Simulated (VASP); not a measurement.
Sb, 2 atoms in the cell. Symmetry: P6_3/mmc, No. 194, hexagonal system. Conventional cell: a = 3.300 Å, b = 3.300 Å, c = 5.221 Å, α = 90.00°, β = 90.00°, γ = 120.00°. Sb (site symmetry -6m2) has 12 Sb at 3.23 to 3.30 Å within 4.3 Å.  This cell differs from its parent crystal: volume scaled by 0.94.

```yaml
Program: VASP 6.6.1
Task: electric field gradients
Functional: LDA
Potentials_or_basis: VASP PAW LDA potentials, release 64 (Sb)
Cutoff: 520 eV
k_mesh: 12 × 12 × 7
Occupations: fermi-dirac, width 0.03 eV
Spin: no spin polarisation
Dipole_correction: no
Further_INCAR_settings: ALGO = Normal; EDIFF = 1e-08; NBANDS = 12
```

Potentials or basis: VASP PAW LDA potentials, release 64 (Sb).

Launch:

```bash
$ cat potpaw_LDA.64/Sb/POTCAR > POTCAR
$ mpirun -np 1 vasp_std > vasp.out
```

Hardware: 1 thread of Intel Xeon 6975P-C, with other jobs on the host.

Estimate the wall time of this run.

It took 27 s on 1 thread of Intel Xeon 6975P-C (shared host), peak memory 0.18 GiB. Counts: scf iterations 12, k points 76.
